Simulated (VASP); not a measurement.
Set up this calculation in VASP 6.6.1, as the native input.

```
Task                   : single point
Functional             : PBE
Potentials or basis    : VASP PAW PBE potentials, release 64 (Zr_sv, C)
Cutoff                 : 520 eV
k mesh                 : 16 × 16 × 16
Occupations            : gaussian, width 0.1 eV
Spin                   : no spin polarisation
Dipole correction      : no
Further INCAR settings : ALGO = Normal; EDIFF = 1e-07; NBANDS = 15
```

The structure of ZrC lies in POSCAR:

```
ZrC
1.0
    0.0000000000      2.3543023667      2.3543023667
    2.3543023667      0.0000000000      2.3543023667
    2.3543023667      2.3543023667      0.0000000000
Zr C
1 1
Direct
    0.5000000000      0.5000000000      0.5000000000
    0.0000000000      0.0000000000      0.0000000000
```

One way to write it, as run:

INCAR

```
SYSTEM = ZrC
ALGO = Normal
EDIFF = 1E-7
ENCUT = 520
GGA = PE
ISIF = 2
ISMEAR = 0
LASPH = .TRUE.
LCHARG = .TRUE.
LELF = .TRUE.
LREAL = .FALSE.
LVHAR = .TRUE.
LWAVE = .FALSE.
NBANDS = 15
NELM = 80
PREC = Accurate
SIGMA = 0.1
```

KPOINTS

```
k-points
0
G
  16 16 16
  0 0 0
```

Potentials or basis: VASP PAW PBE potentials, release 64 (Zr_sv, C).

The run is started by

```sh
$ cat potpaw_PBE.64/Zr_sv/POTCAR potpaw_PBE.64/C/POTCAR > POTCAR
$ mpirun -np 1 vasp_std > vasp.out
```

It gave:

```yaml
Pressure: 0.2 GPa
Band_gap_on_the_k_mesh: zero (band 8 reaches 10.49 eV, above the bottom of band 9 at 9.18 eV)
```

Wall time 42 s on 1 thread of Intel(R) Xeon(R) 6975P-C (Granite Rapids) (shared host), peak memory 0.19 GiB.
